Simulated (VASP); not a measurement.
# TiC (Cm) in VASP: further runs

Runs on TiC. Level: PBE. Tasks: single point.

Everything below comes from runs of VASP 6.6.1. Logs are shortened: lines on timing, memory, paths and dates and some standing lists are left out, and cuts for length are marked.

### Step 1. The cell of the first run

Symmetry: Cm, No. 8, monoclinic system. The conventional cell has a = 5.301 Å, b = 3.060 Å, c = 3.060 Å, α = 90.00°, β = 125.26°, γ = 90.00°. Within 2.7 Å of Ti (site symmetry m) lie 6 C at 2.07 to 2.27 Å. Within 2.7 Å of C (site symmetry m) lie 6 Ti at 2.07 to 2.27 Å.

### Step 2. Single point, PBE (atom 1 (Ti) moved by (-0.100, -0.100) A along [1 1 0] and z)

Contents of INCAR:

```
SYSTEM = TiC
PREC = Accurate
ENCUT = 520
EDIFF = 1E-6
ISMEAR = 0
SIGMA = 0.15
LREAL = .False.
LASPH = .True.
NELM = 100
ALGO = Normal
ISIF = 2
LWAVE = .False.
LCHARG = .True.
GGA = PE
LELF = .True.
LVHAR = .True.
NBANDS = 15
```

Contents of KPOINTS:

```
Automatic mesh
0
Gamma
  18 18 18
  0 0 0
```

Contents of POSCAR:

```
TiC
1.0
    0.0000000000      2.1640000000      2.1640000000
    2.1640000000      0.0000000000      2.1640000000
    2.1640000000      2.1640000000      0.0000000000
Ti C
1 1
Direct
   -0.0231053604     -0.0231053604     -0.0095705537
    0.5000000000      0.5000000000      0.5000000000
```

Potentials or basis: VASP PAW PBE potentials, release 64 (Ti_sv, C).

Command:

```
$ cat potpaw_PBE.64/Ti_sv/POTCAR potpaw_PBE.64/C/POTCAR > POTCAR
$ mpirun -np 1 vasp_std > vasp.out
```

OUTCAR:

```text
SYSTEM = TiC
   PREC = Accurate
   ENCUT = 520
   EDIFF = 1E-6
   ISMEAR = 0
   LREAL = .False.
   LASPH = .True.
   NELM = 100
   ISIF = 2
   GGA = PE

 ion  position               nearest neighbor table
   1  0.977  0.977  0.990-   2 2.07   2 2.10   2 2.10   2 2.24   2 2.24   2 2.27
   2  0.500  0.500  0.500-   1 2.07   1 2.10   1 2.10   1 2.24   1 2.24   1 2.27

  LATTYP: Found a face centered cubic cell.
 ALAT       =     4.3280000000

  Lattice vectors:

 A1 = (   0.0000000000,   2.1640000000,   2.1640000000)
 A2 = (   2.1640000000,   0.0000000000,   2.1640000000)
 A3 = (   2.1640000000,   2.1640000000,   0.0000000000)

Analysis of symmetry for initial positions (statically):
=====================================================================
 Subroutine PRICEL returns:
 Original cell was already a primitive cell.

 Routine SETGRP: Setting up the symmetry group for a
 face centered cubic supercell.

 Subroutine GETGRP returns: Found  2 space group operations
 (whereof  2 operations were pure point group operations)
 out of a pool of 48 trial point group operations.

The static configuration has the point symmetry C_1h.

Analysis of symmetry for dynamics (positions and initial velocities):
=====================================================================
 Subroutine PRICEL returns:
 Original cell was already a primitive cell.

 Routine SETGRP: Setting up the symmetry group for a
 face centered cubic supercell.

 Subroutine GETGRP returns: Found  2 space group operations
 (whereof  2 operations were pure point group operations)
 out of a pool of 48 trial point group operations.

The dynamic configuration has the point symmetry C_1h.

 Subroutine INISYM returns: Found  2 space group operations
 (whereof  2 operations are pure point group operations),
 and found     1 'primitive' translations

----------------------------------------------------------------------------------------

                                     Primitive cell

  volume of cell :      20.2676

  direct lattice vectors                    reciprocal lattice vectors
     0.000000000  2.164000000  2.164000000    -0.231053604  0.231053604  0.231053604
     2.164000000  0.000000000  2.164000000     0.231053604 -0.231053604  0.231053604
     2.164000000  2.164000000  0.000000000     0.231053604  0.231053604 -0.231053604

  length of vectors
     3.060358149  3.060358149  3.060358149     0.400196582  0.400196582  0.400196582

  position of ions in fractional coordinates (direct lattice)
     0.976894640  0.976894640  0.990429446
     0.500000000  0.500000000  0.500000000

  ion indices of the primitive-cell ions
   primitive index   ion index
                 1           1
                 2           2

----------------------------------------------------------------------------------------

 KPOINTS: Automatic mesh

Automatic generation of k-mesh.
 Grid dimensions read from file:
 generate k-points for:   18   18   18

 Generating k-lattice:

  Cartesian coordinates                     Fractional coordinates (reciprocal lattice)
    -0.012836311  0.012836311  0.012836311     0.055555556  0.000000000  0.000000000
     0.012836311 -0.012836311  0.012836311     0.000000000  0.055555556  0.000000000
     0.012836311  0.012836311 -0.012836311     0.000000000  0.000000000  0.055555556

  Length of vectors
     0.022233143  0.022233143  0.022233143

  Shift w.r.t. Gamma in fractional coordinates (k-lattice)
     0.000000000  0.000000000  0.000000000

 Subroutine IBZKPT returns following result:
 ===========================================

 Found   1550 irreducible k-points:

 Following reciprocal coordinates:
            Coordinates               Weight
  0.000000  0.000000  0.000000      1.000000
  0.055556  0.000000  0.000000      4.000000
  0.000000  0.000000  0.055556      2.000000
  0.055556  0.055556  0.055556      2.000000
  0.111111  0.000000  0.000000      4.000000
  0.000000  0.000000  0.111111      2.000000
[... 16 lines left out ...]
  0.444444  0.000000  0.000000      4.000000
  0.000000  0.000000  0.444444      2.000000
 [... further k-points ...]
   k-points           NKPTS =   1550   k-points in BZ     NKDIM =   1550   number of bands    NBANDS=     15
   number of dos      NEDOS =    301   number of ions     NIONS =      2
   total plane-waves  NPLWV =  13824
   dimension x,y,z NGX =    24 NGY =   24 NGZ =   24
   dimension x,y,z NGXF=    48 NGYF=   48 NGZF=   48
   ions per type =               1   1
   NGX,Y,Z   is equivalent  to a cutoff of  13.04, 13.04, 13.04 a.u.
   NGXF,Y,Z  is equivalent  to a cutoff of  26.07, 26.07, 26.07 a.u.
 SYSTEM =  TiC
   PREC   = accura    normal or accurate (medium, high low for compatibility)
   ISTART =      0    job   : 0-new  1-cont  2-samecut
   ICHARG =      2    charge: 1-file 2-atom 10-const
   ISPIN  =      1    spin polarized calculation?
   LNONCOLLINEAR =      F non collinear calculations
   LSORBIT =      F    spin-orbit coupling
   LASPH  =      T    aspherical Exc in radial PAW
   ENCUT  =  520.0 eV  38.22 Ry    6.18 a.u.   5.69  5.69  5.69*2*pi/ulx,y,z
   NELM   =    100;   NELMIN=  2; NELMDL= -5     # of ELM steps
   EDIFF  = 0.1E-05   stopping-criterion for ELM
   LREAL  =      F    real-space projection
   EDIFFG = 0.1E-04   stopping-criterion for IOM
   NSW    =      0    number of steps for IOM
   IBRION =     -1    ionic relax: 0-MD 1-quasi-New 2-CG
   NFREE  =      0    steps in history (QN), initial steepest desc. (CG)
   ISIF   =      2    stress and relaxation
   ISYM   =      2    0-nonsym 1-usesym 2-fastsym
   POTIM  = 0.5000    time-step for ionic-motion
   TEBEG  =    0.0;   TEEND  =   0.0 temperature during run
   PSTRESS=    0.0 pullay stress
   NELECT =      16.0000    total number of electrons
   NUPDOWN=      -1.0000    fix difference up-down
   EMIN   =  10.00;   EMAX   =-10.00  energy-range for DOS
   EFERMI =   0.00;   METHOD = LEGACY
   ISMEAR =     0;   SIGMA  =   0.15  broadening in eV -4-tet -1-fermi 0-gaus
   EFERMI_NEDOS =   21; number of points for ismear=-14 and -15
   IALGO  =     38    algorithm
   IMIX   =      4    mixing-type and parameters
     AMIX     =   0.40;   BMIX     =  1.00
     AMIX_MAG =   1.60;   BMIX_MAG =  1.00
  volume/ion in A,a.u.               =      10.13        68.39
  Fermi-wavevector in a.u.,A,eV,Ry     =   1.513030  2.859212 31.147275  2.289260
  Thomas-Fermi vector in A             =   2.622876
   LORBIT       =      0    0 simple, 1 ext, 2 COOP (PROOUT), +10 PAW based schemes
   GGA     = PE    functional components
   LHFCALC =     F    Hartree Fock is set to
   AEXX    =    0.0000 exact exchange contribution
   IVDW    =     0    specifies the selected vdW correction
   LEPSILON=     F    determine dielectric tensor
   LRPA    =     F    only Hartree local field effects (RPA)
 non-spin polarized calculation
 Gauss-broadening in eV      SIGMA  =   0.15
  energy-cutoff  :      520.00
  volume of cell :       20.27
 maximum number of plane-waves:       568
   NGX = 11   NGY = 11   NGZ = 11

 number of electron      16.0000000 magnetization

 Free energy of the ion-electron system (eV)
  ---------------------------------------------------
  ext. energy  EPLUGINS =         0.00000000
  ---------------------------------------------------
  free energy    TOTEN  =       -18.62175192 eV

  energy without entropy =      -18.61925195  energy(sigma->0) =      -18.62050193

 E-fermi :   9.5278     XC(G=0): -12.6995

 val. band max:        9.5277522077   @ k =   0.3889   0.3889   0.0000
 cond. band min:       9.5295395035   @ k =   0.0556  -0.0556  -0.0556
 fundamental gap:      0.0017872958
 Fermi energy:         9.5277640496

 k-point     1 :       0.0000    0.0000    0.0000
  band No.  band energies     occupation
      1     -47.1358      2.00000
      2     -23.1640      2.00000
      3     -23.1620      2.00000
      4     -23.1604      2.00000
      5      -2.9500      2.00000
      6       9.5595      0.76476
      7       9.7531      0.03360
      8       9.8745      0.00108
      9      10.4292      0.00000
     10      10.6931      0.00000
     11      11.8085      0.00000
     12      12.0460      0.00000
     13      12.2112      0.00000
     14      19.8653      0.00000
     15      23.4004      0.00000

 k-point     2 :       0.0556    0.0000    0.0000
  band No.  band energies     occupation
      1     -47.1336      2.00000
      2     -23.1777      2.00000
      3     -23.1651      2.00000
      4     -23.1623      2.00000
      5      -2.8798      2.00000
      6       9.1921      1.99845
      7       9.6593      0.21498
      8       9.8219      0.00555
      9      10.3787      0.00000
     10      10.6604      0.00000
     11      11.4802      0.00000
     12      12.5071      0.00000
     13      12.7104      0.00000
     14      19.9925      0.00000
     15      23.4392      0.00000

 k-point     3 :       0.0000    0.0000    0.0556
  band No.  band energies     occupation
      1     -47.1336      2.00000
      2     -23.1780      2.00000
      3     -23.1637      2.00000
      4     -23.1635      2.00000
      5      -2.8797      2.00000
      6       9.1841      1.99880
      7       9.6171      0.39988
      8       9.8969      0.00050
      9      10.4938      0.00000
     10      10.5203      0.00000
     11      11.4762      0.00000
     12      12.4555      0.00000
     13      12.7664      0.00000
     14      19.9910      0.00000
     15      23.4409      0.00000

 k-point     4 :       0.0556    0.0556    0.0556
  band No.  band energies     occupation
      1     -47.1336      2.00000
      2     -23.1793      2.00000
      3     -23.1635      2.00000
      4     -23.1621      2.00000
      5      -2.8802      2.00000
      6       9.3278      1.94059
      7       9.5816      0.61199
      8       9.6635      0.20061
      9      10.4030      0.00000
     10      10.5663      0.00000
     11      11.8586      0.00000
     12      12.4457      0.00000
     13      12.5634      0.00000
     14      20.0005      0.00000
     15      23.4294      0.00000
[... 307 lines left out ...]
 k-point    22 :       0.3889    0.3889    0.3889
  band No.  band energies     occupation
      1     -47.0710      2.00000
      2     -23.6054      2.00000
      3     -23.2049      2.00000
      4     -23.2036      2.00000
      5      -0.2058      2.00000
      6       4.4779      2.00000
      7       6.7240      2.00000
      8       6.7279      2.00000
      9      12.0644      0.00000
     10      12.0784      0.00000
     11      13.1776      0.00000
     12      17.1473      0.00000
     13      17.1790      0.00000
     14      18.6212      0.00000
     15      25.1184      0.00000

 k-point    23 :       0.4444    0.0000    0.0000
  band No.  band energies     occupation
      1     -47.0641      2.00000
      2     -23.6509      2.00000
      3     -23.2117      2.00000
      4     -23.2092      2.00000
      5       0.2990      2.00000
      6       3.8618      2.00000
      7       6.6128      2.00000
      8       6.6925      2.00000
      9      12.2544      0.00000
     10      12.2751      0.00000
     11      13.3957      0.00000
     12      16.6587      0.00000
     13      17.4402      0.00000
     14      18.6901      0.00000
     15      24.6330      0.00000

 k-point    24 :       0.0000    0.0000    0.4444
  band No.  band energies     occupation
      1     -47.0640      2.00000
      2     -23.6520      2.00000
      3     -23.2106      2.00000
      4     -23.2106      2.00000
      5       0.3015      2.00000
      6       3.8625      2.00000
      7       6.6287      2.00000
      8       6.7119      2.00000
      9      12.2602      0.00000
     10      12.2609      0.00000
     11      13.3816      0.00000
     12      16.5895      0.00000
     13      17.3853      0.00000
     14      18.7623      0.00000
     15      24.6446      0.00000

 [... further k-points ...]

------------------------ aborting loop because EDIFF is reached ----------------------------------------

  FORCE on cell =-STRESS in cart. coord.  units (eV):
  Direction    XX          YY          ZZ          XY          YZ          ZX
  --------------------------------------------------------------------------------------
  -------------------------------------------------------------------------------------
  Total        0.3701058      0.3701058      0.5507930     -0.1210943     -0.1677324     -0.1677323
  in kB       29.2573316     29.2573316     43.5408800     -9.5726570    -13.2594550    -13.2594541
  external PRESSURE =      34.0185144 kB  Pullay stress =       0.0000000 kB

 VOLUME and BASIS-vectors are now :
 -----------------------------------------------------------------------------
  energy-cutoff  :      520.00
  volume of cell :       20.27
      direct lattice vectors                 reciprocal lattice vectors
     0.000000000  2.164000000  2.164000000    -0.231053604  0.231053604  0.231053604
     2.164000000  0.000000000  2.164000000     0.231053604 -0.231053604  0.231053604
     2.164000000  2.164000000  0.000000000     0.231053604  0.231053604 -0.231053604

 POSITION                                       TOTAL-FORCE (eV/Angst)
 -----------------------------------------------------------------------------------
      4.25729      4.25729      4.22800         0.590093      0.590093      0.863356
      2.16400      2.16400      2.16400        -0.590093     -0.590093     -0.863356
 -----------------------------------------------------------------------------------
    total drift:                                0.000052      0.000052      0.000077

  FREE ENERGIE OF THE ION-ELECTRON SYSTEM (eV)
  ---------------------------------------------------
  free  energy   TOTEN  =       -18.6217519153 eV

  energy  without entropy=      -18.6192519473  energy(sigma->0) =      -18.62050193
```

Run time: 7.8 min. Hardware: 1 thread of Oxide Virtual Turin-like, shared host; peak memory 0.52 GiB.

What came out:

- Free energy: -18.6218 eV
- Pressure: 3.4 GPa
- Largest force: 1.201 eV/Å
- Band gap on the k mesh: zero (band 8 reaches 9.90 eV, above the bottom of band 9 at 9.39 eV)

Forces on the atoms (eV/Å):
```
Ti   0.590  0.590  0.863
C   -0.590 -0.590 -0.863
```

Caveat: the cell differs from its parent crystal (atom 1 (Ti) moved by (-0.100, -0.100) A along [1 1 0] and z); forces of over 1 eV/Å act on the atoms, so gaps and moduli don't describe the material at rest.

### Step 3. Single point, PBE (atom 1 (Ti) moved by (-0.200, -0.200) A along [1 1 0] and z)

Contents of INCAR:

```
PREC = Accurate
ENCUT = 520
EDIFF = 1E-6
ISMEAR = 0
SIGMA = 0.15
LREAL = F
LASPH = T
NELM = 80
ALGO = Normal
ISIF = 2
LWAVE = F
LCHARG = T
GGA = PE
LELF = T
LVHAR = T
NBANDS = 15
```

Contents of KPOINTS:

```
regular mesh
0
Gamma
  18 18 18
```

POSCAR, as its differences from that of step 2:

```diff
@@ -8,3 +8,3 @@
 Direct
-   -0.0231053604     -0.0231053604     -0.0095705537
+   -0.0462107209     -0.0462107209     -0.0191411073
     0.5000000000      0.5000000000      0.5000000000
```

Potentials or basis: VASP PAW PBE potentials, release 64 (Ti_sv, C).

Command:

```
$ cat potpaw_PBE.64/Ti_sv/POTCAR potpaw_PBE.64/C/POTCAR > POTCAR
$ mpirun -np 1 vasp_std > vasp.out
```

Wall time 8.7 min (1 thread of Oxide Virtual Turin-like, shared host); peak memory 0.52 GiB.

The run converged. Its results:

```yaml
Free_energy: -18.3757 eV
Pressure: 10.2 GPa
Largest_force: 2.337 eV/Å
Band_gap_on_the_k_mesh: 0.20 eV, indirect (least direct gap 0.56 eV)
```

Forces on the atoms (eV/Å):
```
Ti   1.062  1.062  1.790
C   -1.062 -1.062 -1.790
```

Stress tensor (GPa, compression positive):
```
 7.94 -2.54 -3.45
-2.54  7.94 -3.45
-3.45 -3.45 14.69
```

Levels at points of the mesh, in eV from the valence-band top:
```
           k point  band 5  band 6  band 7  band 8  band 9  band 10  band 11  band 12
(0.00, 0.00, 0.00)  -12.35   -0.64   -0.47   -0.36    0.89     1.21     3.42     3.65
(0.50, 0.00, 0.00)   -8.97   -5.78   -2.85   -2.55    2.80     2.85     4.08     6.04
(0.00, 0.00, 0.50)   -8.95   -5.78   -2.79   -2.48    2.79     2.83     4.05     5.89
(0.50, 0.50, 0.50)   -9.03   -5.79   -3.11   -3.09    2.91     2.96     4.30     8.11
(0.50, 0.50, 0.00)  -10.03   -3.31   -2.36   -0.33    0.91     3.09     3.49     3.52
(0.00, 0.50, 0.50)  -10.03   -3.39   -2.59   -0.45    1.26     3.28     3.50     3.51
```

Caveat: the cell differs from its parent crystal (atom 1 (Ti) moved by (-0.200, -0.200) A along [1 1 0] and z); forces of over 1 eV/Å act on the atoms, so gaps and moduli don't describe the material at rest.
